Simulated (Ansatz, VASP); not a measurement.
**Two plane-wave programs on NbAs**

File INCAR:

```
SYSTEM = NbAs
PREC = Accurate
ENCUT = 600
EDIFF = 1E-6
ISMEAR = -1
SIGMA = 0.05
LREAL = .False.
LASPH = .True.
NELM = 80
ALGO = Normal
ISIF = 3
LWAVE = .False.
LCHARG = .False.
GGA = PS
IVDW = 13
IBRION = 2
NSW = 60
EDIFFG = -0.01
```

KPOINTS

```
Automatic mesh
0
Gamma
  11 11 11
  0 0 0
```

POSCAR

```
NbAs
1.0
   -1.7258500000      1.7258500000      5.8400000000
    1.7258500000     -1.7258500000      5.8400000000
    1.7258500000      1.7258500000     -5.8400000000
Nb As
2 2
Direct
    0.5000000000      0.0000000000      0.5000000000
    0.7500000000      0.7500000000      0.0000000000
    0.9160000000      0.4160000000      0.5000000000
    0.1660000000      0.1660000000      0.0000000000
```

Contents of input.yaml:

```yaml
crystal:
  lattice:
    - [-1.72585, 1.72585, 5.84]
    - [1.72585, -1.72585, 5.84]
    - [1.72585, 1.72585, -5.84]
  atoms:
    - { symbol: Nb, position: [0.5, 0.0, 0.5] }
    - { symbol: Nb, position: [0.75, 0.75, 0.0] }
    - { symbol: As, position: [0.916, 0.416, 0.5] }
    - { symbol: As, position: [0.166, 0.166, 0.0] }
hamiltonian:
  xc: pbesol
  pseudopotentials: { kind: paw }
  dispersion: d4
kpoints:
  mp_grid: { grid: [11, 11, 11] }
scf:
  occupations: { method: fermi_dirac, width: 0.05 }
output:
  forces: true
  stress: true
  eigenvalues: true
  write_density: true
  write_potential: true
  elf: true
  volumetric_format: npy
relax:
  f_tol: 0.01
  max_steps: 40
  cell: { stress_tol: 0.05 }
```

Alike in both runs: task relaxation of cell and atoms; functional PBEsol; dispersion D4; k mesh 11 × 11 × 11; occupations fermi-dirac, width 0.05 eV; no spin polarisation.

|  | VASP | Ansatz |
| --- | --- | --- |
| version | VASP 6.6.1 | Ansatz 0.2.0 |
| potentials or method | VASP PAW PBE potentials, release 64 (Nb_sv, As) | Ansatz PAW |
| plane-wave cutoff (eV) | 600 | 420 |
| valence electrons in the cell | 36 | 56 |

|  | VASP | Ansatz | Ansatz less VASP |
| --- | --- | --- | --- |
| gap on the k mesh at the Fermi level, each at its own relaxed structure (eV) | 0.06 | 0.06 | 0.000 |
| relaxed volume (Å³/atom) | 16.94 | 16.93 | -0.016 |
| relaxed cell length with the largest relative difference (Å) | 6.252 | 6.252 | -0.0004 |

VASP's potentials were made for PBE, not for PBEsol. VASP's potentials hold 36 valence electrons a cell and Ansatz's 56, so a difference there can come from the potentials and not from the codes.

Noted on Ansatz's run: odd divisions of the mesh miss points on the zone boundary, where band edges often lie, so the gap on the mesh can be too wide; the plane-wave basis is chosen anew once the cell has moved, so the energies of steps on either side of that aren't comparable.
